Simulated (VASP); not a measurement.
Here is a VASP 6.6.1 calculation.

Contents of INCAR:

```
SYSTEM = GaP
ALGO = Normal
EDIFF = 1E-8
ENCUT = 520
GGA = PE
ISIF = 2
ISMEAR = -1
LASPH = .True.
LCHARG = .False.
LEFG = .True.
LREAL = .False.
LWAVE = .False.
NBANDS = 16
NELM = 100
PREC = Accurate
SIGMA = 0.08
```

KPOINTS

```
k-points
0
Gamma
  12 12 12
  0 0 0
```

The input POSCAR:

```
GaP
1.0
    0.0000000000      2.7389793062      2.6979975000
    2.7389793062      0.0000000000      2.6979975000
    2.7389793062      2.7389793062      0.0000000000
Ga P
1 1
Direct
    0.0000000000      0.0000000000      0.0000000000
    0.7500000000      0.7500000000      0.7500000000
```

Potentials or basis: VASP PAW PBE potentials, release 64 (Ga_d, P).

Launch:

```console
$ cat potpaw_PBE.64/Ga_d/POTCAR potpaw_PBE.64/P/POTCAR > POTCAR
$ mpirun -np 1 vasp_std > vasp.out
```

Q: What does it give for the pressure?

A: 2.5 GPa.

Q: Predict the band gap on the k mesh.

A: 1.45 eV, indirect (least direct gap 1.77 eV).

Stress tensor (GPa, compression positive):
```
2.12 0.00 0.00
0.00 2.12 0.00
0.00 0.00 3.19
```

Caveat: without QUAD_EFG the Cq values of the log hold for a quadrupole moment of 1 mb, not for the nuclei. A k mesh can miss the band edges.
